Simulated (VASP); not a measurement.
# TiSi (zincblende type) (F-43m) in VASP: notebook

Runs on TiSi (zincblende type). Level: PBEsol. Tasks: single point, relaxation of cell and atoms.

Everything below comes from runs of VASP 6.6.1. Logs are shortened: lines on timing, memory, paths and dates and some standing lists are left out, and cuts for length are marked.

## Step 1: The cell of the first run

It takes space group F-43m (No. 216, cubic). The conventional cell has a = 5.095 Å, b = 5.095 Å, c = 5.095 Å, α = 90.00°, β = 90.00°, γ = 90.00°. Ti (site symmetry -43m) has 4 Si at 2.21 Å within 2.9 Å. Within 2.9 Å of Si (site symmetry -43m) lie 4 Ti at 2.21 Å.

## Step 2: Single point, PBEsol

File INCAR:

```
SYSTEM = TiSi
ALGO     = Normal         ! electronic algorithm
EDIFF    = 1E-6           ! SCF threshold, eV
ENCUT    = 520            ! plane-wave cutoff, eV
GGA      = PS             ! functional
ISIF     = 2              ! what is computed and relaxed
ISMEAR   = -1             ! smearing method
LASPH    = .True.         ! aspherical terms in the spheres
LCHARG   = .True.         ! write CHGCAR
LELF     = .True.         ! ELF
LREAL    = .False.        ! projectors in reciprocal space
LVHAR    = .True.       
LWAVE    = .False.        ! write WAVECAR
NBANDS   = 15             ! bands
NELM     = 60             ! most SCF steps
PREC     = Accurate       ! precision mode
SIGMA    = 0.1            ! smearing width, eV
```

File KPOINTS:

```
k-points
0
Gamma
  12 12 12
  0 0 0
```

File POSCAR:

```
TiSi
1.0
    0.0000000000      2.5475411636      2.5475411636
    2.5475411636      0.0000000000      2.5475411636
    2.5475411636      2.5475411636      0.0000000000
Ti Si
1 1
Direct
    0.0000000000      0.0000000000      0.0000000000
    0.2500000000      0.2500000000      0.2500000000
```

Potentials or basis: VASP PAW PBE potentials, release 64 (Ti_sv, Si).

Command:

```sh
cat potpaw_PBE.64/Ti_sv/POTCAR potpaw_PBE.64/Si/POTCAR > POTCAR
mpirun -np 1 vasp_std > vasp.out
```

OUTCAR:

```text
SYSTEM = TiSi
   EDIFF = 1E-6
   ENCUT = 520
   GGA = PS
   ISIF = 2
   ISMEAR = -1
   LASPH = .True.
   LREAL = .False.
   NELM = 60
   PREC = Accurate

 ion  position               nearest neighbor table
   1  0.000  0.000  0.000-   2 2.21   2 2.21   2 2.21   2 2.21
   2  0.250  0.250  0.250-   1 2.21   1 2.21   1 2.21   1 2.21

  LATTYP: Found a face centered cubic cell.
 ALAT       =     5.0950823272

  Lattice vectors:

 A1 = (   0.0000000000,   2.5475411636,   2.5475411636)
 A2 = (   2.5475411636,   0.0000000000,   2.5475411636)
 A3 = (   2.5475411636,   2.5475411636,   0.0000000000)

Analysis of symmetry for initial positions (statically):
=====================================================================
 Subroutine PRICEL returns:
 Original cell was already a primitive cell.

 Routine SETGRP: Setting up the symmetry group for a
 face centered cubic supercell.

 Subroutine GETGRP returns: Found 24 space group operations
 (whereof 24 operations were pure point group operations)
 out of a pool of 48 trial point group operations.

The static configuration has the point symmetry T_d .

Analysis of symmetry for dynamics (positions and initial velocities):
=====================================================================
 Subroutine PRICEL returns:
 Original cell was already a primitive cell.

 Routine SETGRP: Setting up the symmetry group for a
 face centered cubic supercell.

 Subroutine GETGRP returns: Found 24 space group operations
 (whereof 24 operations were pure point group operations)
 out of a pool of 48 trial point group operations.

The dynamic configuration has the point symmetry T_d .

 Subroutine INISYM returns: Found 24 space group operations
 (whereof 24 operations are pure point group operations),
 and found     1 'primitive' translations

----------------------------------------------------------------------------------------

                                     Primitive cell

  volume of cell :      33.0669

  direct lattice vectors                    reciprocal lattice vectors
     0.000000000  2.547541164  2.547541164    -0.196267682  0.196267682  0.196267682
     2.547541164  0.000000000  2.547541164     0.196267682 -0.196267682  0.196267682
     2.547541164  2.547541164  0.000000000     0.196267682  0.196267682 -0.196267682

  length of vectors
     3.602767264  3.602767264  3.602767264     0.339945598  0.339945598  0.339945598

  position of ions in fractional coordinates (direct lattice)
     0.000000000  0.000000000  0.000000000
     0.250000000  0.250000000  0.250000000

  ion indices of the primitive-cell ions
   primitive index   ion index
                 1           1
                 2           2

----------------------------------------------------------------------------------------

 KPOINTS: k-points

Automatic generation of k-mesh.
 Grid dimensions read from file:
 generate k-points for:   12   12   12

 Generating k-lattice:

  Cartesian coordinates                     Fractional coordinates (reciprocal lattice)
    -0.016355640  0.016355640  0.016355640     0.083333333  0.000000000  0.000000000
     0.016355640 -0.016355640  0.016355640     0.000000000  0.083333333  0.000000000
     0.016355640  0.016355640 -0.016355640     0.000000000  0.000000000  0.083333333

  Length of vectors
     0.028328800  0.028328800  0.028328800

  Shift w.r.t. Gamma in fractional coordinates (k-lattice)
     0.000000000  0.000000000  0.000000000

 Subroutine IBZKPT returns following result:
 ===========================================

 Found     72 irreducible k-points:

 Following reciprocal coordinates:
            Coordinates               Weight
  0.000000  0.000000  0.000000      1.000000
  0.083333  0.000000  0.000000      8.000000
  0.166667  0.000000  0.000000      8.000000
  0.250000  0.000000  0.000000      8.000000
  0.333333  0.000000  0.000000      8.000000
  0.416667  0.000000  0.000000      8.000000
[... 16 lines left out ...]
  0.500000  0.166667  0.000000     24.000000
 -0.416667  0.166667  0.000000     24.000000
 [... further k-points ...]
   k-points           NKPTS =     72   k-points in BZ     NKDIM =     72   number of bands    NBANDS=     15
   number of dos      NEDOS =    301   number of ions     NIONS =      2
   total plane-waves  NPLWV =  21952
   dimension x,y,z NGX =    28 NGY =   28 NGZ =   28
   dimension x,y,z NGXF=    56 NGYF=   56 NGZF=   56
   ions per type =               1   1
   NGX,Y,Z   is equivalent  to a cutoff of  12.92, 12.92, 12.92 a.u.
   NGXF,Y,Z  is equivalent  to a cutoff of  25.84, 25.84, 25.84 a.u.
 SYSTEM =  TiSi
   PREC   = accura    normal or accurate (medium, high low for compatibility)
   ISTART =      0    job   : 0-new  1-cont  2-samecut
   ICHARG =      2    charge: 1-file 2-atom 10-const
   ISPIN  =      1    spin polarized calculation?
   LNONCOLLINEAR =      F non collinear calculations
   LSORBIT =      F    spin-orbit coupling
   LASPH  =      T    aspherical Exc in radial PAW
   ENCUT  =  520.0 eV  38.22 Ry    6.18 a.u.   6.70  6.70  6.70*2*pi/ulx,y,z
   NELM   =     60;   NELMIN=  2; NELMDL= -5     # of ELM steps
   EDIFF  = 0.1E-05   stopping-criterion for ELM
   LREAL  =      F    real-space projection
   EDIFFG = 0.1E-04   stopping-criterion for IOM
   NSW    =      0    number of steps for IOM
   IBRION =     -1    ionic relax: 0-MD 1-quasi-New 2-CG
   NFREE  =      0    steps in history (QN), initial steepest desc. (CG)
   ISIF   =      2    stress and relaxation
   ISYM   =      2    0-nonsym 1-usesym 2-fastsym
   POTIM  = 0.5000    time-step for ionic-motion
   TEBEG  =    0.0;   TEEND  =   0.0 temperature during run
   PSTRESS=    0.0 pullay stress
   NELECT =      16.0000    total number of electrons
   NUPDOWN=      -1.0000    fix difference up-down
   EMIN   =  10.00;   EMAX   =-10.00  energy-range for DOS
   EFERMI =   0.00;   METHOD = LEGACY
   ISMEAR =    -1;   SIGMA  =   0.10  broadening in eV -4-tet -1-fermi 0-gaus
   EFERMI_NEDOS =   21; number of points for ismear=-14 and -15
   IALGO  =     38    algorithm
   IMIX   =      4    mixing-type and parameters
     AMIX     =   0.40;   BMIX     =  1.00
     AMIX_MAG =   1.60;   BMIX_MAG =  1.00
  volume/ion in A,a.u.               =      16.53       111.57
  Fermi-wavevector in a.u.,A,eV,Ry     =   1.285238  2.428748 22.474609  1.651837
  Thomas-Fermi vector in A             =   2.417384
   LORBIT       =      0    0 simple, 1 ext, 2 COOP (PROOUT), +10 PAW based schemes
   GGA     = PS    functional components
   LHFCALC =     F    Hartree Fock is set to
   AEXX    =    0.0000 exact exchange contribution
   IVDW    =     0    specifies the selected vdW correction
   LEPSILON=     F    determine dielectric tensor
   LRPA    =     F    only Hartree local field effects (RPA)
 non-spin polarized calculation
  energy-cutoff  :      520.00
  volume of cell :       33.07
 maximum number of plane-waves:       911
   NGX = 13   NGY = 13   NGZ = 13

 number of electron      15.9999996 magnetization

 Free energy of the ion-electron system (eV)
  ---------------------------------------------------
  ext. energy  EPLUGINS =         0.00000000
  ---------------------------------------------------
  free energy    TOTEN  =       -11.39929223 eV

  energy without entropy =      -11.36328296  energy(sigma->0) =      -11.38128760

 E-fermi :   7.3591     XC(G=0): -10.9951

 val. band max:        7.3332244183   @ k =   0.5000   0.4167   0.0833
 cond. band min:       7.3800702279   @ k =   0.3333   0.2500   0.0000
 fundamental gap:      0.0468458097
 Fermi energy:         7.3590548248

 k-point     1 :       0.0000    0.0000    0.0000
  band No.  band energies     occupation
      1     -48.5081      2.00000
      2     -24.9548      2.00000
      3     -24.9548      2.00000
      4     -24.9548      2.00000
      5      -2.0424      2.00000
      6       5.8535      2.00000
      7       5.8535      2.00000
      8       5.8535      2.00000
      9       8.5402      0.00001
     10       8.5402      0.00001
     11      15.4134      0.00000
     12      15.5553      0.00000
     13      15.5553      0.00000
     14      15.5553      0.00000
     15      17.7391      0.00000

 k-point     2 :       0.0833    0.0000    0.0000
  band No.  band energies     occupation
      1     -48.5074      2.00000
      2     -24.9626      2.00000
      3     -24.9559      2.00000
      4     -24.9559      2.00000
      5      -1.9265      2.00000
      6       5.7336      2.00000
      7       5.8997      2.00000
      8       5.8997      2.00000
      9       8.5015      0.00002
     10       8.5015      0.00002
     11      14.6569      0.00000
     12      15.5283      0.00000
     13      15.5283      0.00000
     14      15.8523      0.00000
     15      17.7748      0.00000

 k-point     3 :       0.1667    0.0000    0.0000
  band No.  band energies     occupation
      1     -48.5055      2.00000
      2     -24.9839      2.00000
      3     -24.9589      2.00000
      4     -24.9589      2.00000
      5      -1.5907      2.00000
      6       5.4124      2.00000
      7       6.0141      2.00000
      8       6.0141      2.00000
      9       8.4362      0.00004
     10       8.4362      0.00004
     11      13.3084      0.00000
     12      15.3267      0.00000
     13      15.3267      0.00000
     14      16.2363      0.00000
     15      17.7144      0.00000

 k-point     4 :       0.2500    0.0000    0.0000
  band No.  band energies     occupation
      1     -48.5029      2.00000
      2     -25.0127      2.00000
      3     -24.9630      2.00000
      4     -24.9630      2.00000
      5      -1.0742      2.00000
      6       4.9711      2.00000
      7       6.1314      1.99999
      8       6.1314      1.99999
      9       8.4592      0.00003
     10       8.4592      0.00003
     11      11.9054      0.00000
     12      14.8100      0.00000
     13      14.8100      0.00000
     14      16.0397      0.00000
     15      18.0283      0.00000
[... 307 lines left out ...]
 k-point    22 :       0.4167    0.1667    0.0000
  band No.  band energies     occupation
      1     -48.4981      2.00000
      2     -25.0465      2.00000
      3     -24.9816      2.00000
      4     -24.9771      2.00000
      5       0.0647      2.00000
      6       4.3549      2.00000
      7       6.0275      2.00000
      8       6.4438      1.99979
      9       8.2067      0.00042
     10       9.1473      0.00000
     11      10.1347      0.00000
     12      12.5481      0.00000
     13      13.4316      0.00000
     14      15.7948      0.00000
     15      18.1123      0.00000

 k-point    23 :       0.5000    0.1667    0.0000
  band No.  band energies     occupation
      1     -48.4968      2.00000
      2     -25.0588      2.00000
      3     -24.9876      2.00000
      4     -24.9773      2.00000
      5       0.5121      2.00000
      6       4.1319      2.00000
      7       5.8731      2.00000
      8       6.4636      1.99974
      9       8.5977      0.00001
     10       9.1066      0.00000
     11       9.5142      0.00000
     12      12.5439      0.00000
     13      12.7219      0.00000
     14      15.5509      0.00000
     15      18.5418      0.00000

 k-point    24 :      -0.4167    0.1667    0.0000
  band No.  band energies     occupation
      1     -48.4966      2.00000
      2     -25.0598      2.00000
      3     -24.9913      2.00000
      4     -24.9752      2.00000
      5       0.5812      2.00000
      6       4.1416      2.00000
      7       5.7623      2.00000
      8       6.4735      1.99971
      9       8.7939      0.00000
     10       8.8140      0.00000
     11       9.6261      0.00000
     12      12.2065      0.00000
     13      13.0276      0.00000
     14      15.4771      0.00000
     15      18.5604      0.00000

 [... further k-points ...]

------------------------ aborting loop because EDIFF is reached ----------------------------------------

  FORCE on cell =-STRESS in cart. coord.  units (eV):
  Direction    XX          YY          ZZ          XY          YZ          ZX
  --------------------------------------------------------------------------------------
  -------------------------------------------------------------------------------------
  Total        8.2932268      8.2932268      8.2932268      0.0000000      0.0000000     -0.0000000
  in kB      401.8282818    401.8282818    401.8282818      0.0000000      0.0000000     -0.0000000
  external PRESSURE =     401.8282818 kB  Pullay stress =       0.0000000 kB

 VOLUME and BASIS-vectors are now :
 -----------------------------------------------------------------------------
  energy-cutoff  :      520.00
  volume of cell :       33.07
      direct lattice vectors                 reciprocal lattice vectors
     0.000000000  2.547541164  2.547541164    -0.196267682  0.196267682  0.196267682
     2.547541164  0.000000000  2.547541164     0.196267682 -0.196267682  0.196267682
     2.547541164  2.547541164  0.000000000     0.196267682  0.196267682 -0.196267682

 POSITION                                       TOTAL-FORCE (eV/Angst)
 -----------------------------------------------------------------------------------
      0.00000      0.00000      0.00000        -0.000000     -0.000000     -0.000000
      1.27377      1.27377      1.27377         0.000000      0.000000      0.000000
 -----------------------------------------------------------------------------------
    total drift:                                0.000001      0.000001      0.000001

  FREE ENERGIE OF THE ION-ELECTRON SYSTEM (eV)
  ---------------------------------------------------
  free  energy   TOTEN  =       -11.3992922343 eV

  energy  without entropy=      -11.3632829612  energy(sigma->0) =      -11.38128760
```

It took 26 s on 1 thread of Intel Xeon Platinum 8488C (Sapphire Rapids), shared host; peak memory 0.17 GiB.

Results:

```
Free energy            : -11.3993 eV
Pressure               : 40.2 GPa
Band gap on the k mesh : zero (bands 8 and 9 overlap by 0.68 eV)
```

Caveat: the cell stands under pressure; the PAW data sets were made with another functional, which shifts forces and pressure a little.

## Step 3: Single point, PBEsol

File INCAR:

```
  PREC = Accurate
  ENCUT = 520
  EDIFF = 1E-7
  ISMEAR = -1
  SIGMA = 0.1
  LREAL = F
  LASPH = T
  NELM = 100
  ALGO = Normal
  ISIF = 2
  LWAVE = F
  LCHARG = T
  GGA = PS
  LELF = T
  LVHAR = T
  NBANDS = 15
```

File KPOINTS:

```
Automatic mesh
0
Gamma
  12 12 12
```

File POSCAR:

```
TiSi
1.0
    0.0000000000      2.5471999521      2.5471999521
    2.5471999521      0.0000000000      2.5471999521
    2.5471999521      2.5471999521      0.0000000000
Ti Si
1 1
Direct
    0.0000000000      0.0000000000      0.0000000000
    0.2500000000      0.2500000000      0.2500000000
```

Potentials or basis: VASP PAW PBE potentials, release 64 (Ti_sv, Si).

Command:

```sh
cat potpaw_PBE.64/Ti_sv/POTCAR potpaw_PBE.64/Si/POTCAR > POTCAR
mpirun -np 1 vasp_std > vasp.out
```

OUTCAR:

```text
PREC = Accurate
   ENCUT = 520
   EDIFF = 1E-7
   ISMEAR = -1
   LREAL = F
   LASPH = T
   NELM = 100
   ISIF = 2
   GGA = PS

 ion  position               nearest neighbor table
   1  0.000  0.000  0.000-   2 2.21   2 2.21   2 2.21   2 2.21
   2  0.250  0.250  0.250-   1 2.21   1 2.21   1 2.21   1 2.21

  LATTYP: Found a face centered cubic cell.
 ALAT       =     5.0943999042

  Lattice vectors:

 A1 = (   0.0000000000,   2.5471999521,   2.5471999521)
 A2 = (   2.5471999521,   0.0000000000,   2.5471999521)
 A3 = (   2.5471999521,   2.5471999521,   0.0000000000)

Analysis of symmetry for initial positions (statically):
=====================================================================
 Subroutine PRICEL returns:
 Original cell was already a primitive cell.

 Routine SETGRP: Setting up the symmetry group for a
 face centered cubic supercell.

 Subroutine GETGRP returns: Found 24 space group operations
 (whereof 24 operations were pure point group operations)
 out of a pool of 48 trial point group operations.

[... 173 lines left out ...]
      4     -24.9499      2.00000
      5      -2.0397      2.00000
      6       5.8570      2.00000
      7       5.8570      2.00000
      8       5.8570      2.00000
      9       8.5444      0.00001
     10       8.5444      0.00001
     11      15.4206      0.00000
     12      15.5614      0.00000
     13      15.5614      0.00000
     14      15.5614      0.00000
[... 401 lines left out ...]
      2     -25.0551      2.00000
      3     -24.9865      2.00000
      4     -24.9703      2.00000
      5       0.5849      2.00000
      6       4.1449      2.00000
      7       5.7658      2.00000
      8       6.4772      1.99972
      9       8.7983      0.00000
     10       8.8187      0.00000
     11       9.6313      0.00000
     12      12.2127      0.00000
     13      13.0340      0.00000
     14      15.4831      0.00000
     15      18.5673      0.00000

 [... further k-points ...]

------------------------ aborting loop because EDIFF is reached ----------------------------------------

  FORCE on cell =-STRESS in cart. coord.  units (eV):
  Direction    XX          YY          ZZ          XY          YZ          ZX
  --------------------------------------------------------------------------------------
  -------------------------------------------------------------------------------------
  Total        8.3038379      8.3038379      8.3038379     -0.0000000      0.0000000     -0.0000000
  in kB      402.5041266    402.5041266    402.5041266     -0.0000000      0.0000000     -0.0000000
  external PRESSURE =     402.5041266 kB  Pullay stress =       0.0000000 kB

 VOLUME and BASIS-vectors are now :
 -----------------------------------------------------------------------------
  energy-cutoff  :      520.00
  volume of cell :       33.05
      direct lattice vectors                 reciprocal lattice vectors
     0.000000000  2.547199952  2.547199952    -0.196293974  0.196293974  0.196293974
     2.547199952  0.000000000  2.547199952     0.196293974 -0.196293974  0.196293974
     2.547199952  2.547199952  0.000000000     0.196293974  0.196293974 -0.196293974

 POSITION                                       TOTAL-FORCE (eV/Angst)
 -----------------------------------------------------------------------------------
      0.00000      0.00000      0.00000         0.000000      0.000000      0.000000
      1.27360      1.27360      1.27360        -0.000000     -0.000000     -0.000000
 -----------------------------------------------------------------------------------
    total drift:                                0.000001      0.000001      0.000001

  FREE ENERGIE OF THE ION-ELECTRON SYSTEM (eV)
  ---------------------------------------------------
  free  energy   TOTEN  =       -11.3959541731 eV

  energy  without entropy=      -11.3599543323  energy(sigma->0) =      -11.37795425
```

stdout:

```text
POSCAR found type information on POSCAR TiSi
 POSCAR found :  2 types and       2 ions
 scaLAPACK will be used
 -----------------------------------------------------------------------------
|                                                                             |
|                                                                             |
|     You enforced a specific xc type in the INCAR file but a different       |
|     I HOPE YOU KNOW WHAT YOU ARE DOING!                                     |
|                                                                             |
 -----------------------------------------------------------------------------

 LDA part: xc-table for (Slater+PW92), standard interpolation
 POSCAR, INCAR and KPOINTS ok, starting setup
 FFT: planning ... GRIDC
 FFT: planning ... GRID_SOFT
 FFT: planning ... GRID
 WAVECAR not read
 entering main loop
```

It took 34 s on 1 thread of Intel Xeon Platinum 8488C (Sapphire Rapids), shared host; peak memory 0.17 GiB.

Results:

```
Free energy            : -11.3960 eV
Pressure               : 40.3 GPa
Band gap on the k mesh : zero (bands 8 and 9 overlap by 0.69 eV)
```

Caveat: the cell stands under pressure; the PAW data sets were made with another functional, which shifts forces and pressure a little.

[end of part 1 of 2]

The gap in the log of VASP goes by the Fermi energy; the results here count the filled bands.